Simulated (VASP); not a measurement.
Ba2C: single point with PBE

The system is Ba2C.

```
C Ba
1.0
     0.00000    3.58566    3.58566
     3.58566    0.00000    3.58566
     3.58566    3.58566    0.00000
C Ba
1 2
Direct
  0.00000 0.00000 0.00000
  0.25000 0.25000 0.25000
  0.75000 0.75000 0.75000
```

This cell differs from its parent crystal: volume changed by +6%.

```yaml
Program: VASP 6.6.1
Task: single point
Functional: PBE
Potentials_or_basis: VASP PAW PBE potentials, release 64 (C, Ba_sv)
Cutoff: 520 eV
k_mesh: 6 × 6 × 6
Occupations: fermi-dirac, width 0.02 eV
Spin: no spin polarisation
```

| Item | Value |
| --- | --- |
| Pressure | -0.7 GPa |
| Band gap on the k mesh | zero (band 12 reaches 3.07 eV, above the bottom of band 13 at 2.96 eV) |

Levels at points of the mesh, in eV from the Fermi level:
| k point | band 9 | band 10 | band 11 | band 12 | band 13 | band 14 | band 15 | band 16 |
| --- | --- | --- | --- | --- | --- | --- | --- | --- |
| (0.00, 0.00, 0.00) | -7.99 | -1.69 | -1.69 | -1.69 | 0.01 | 0.37 | 0.37 | 4.30 |
| (0.50, 0.00, 0.00) | -7.51 | -0.76 | -0.63 | -0.63 | 1.31 | 2.23 | 2.23 | 3.75 |
| (0.50, 0.50, 0.00) | -7.56 | -1.56 | -0.16 | 0.11 | 0.11 | 1.22 | 1.66 | 4.13 |

Wall time 26 s on 1 thread of Intel(R) Xeon(R) Platinum 8375C CPU @ 2.90GHz (Ice Lake) (shared host), peak memory 0.24 GiB.

Caveat: spin-orbit coupling is left out, which moves the levels of the heavy elements.
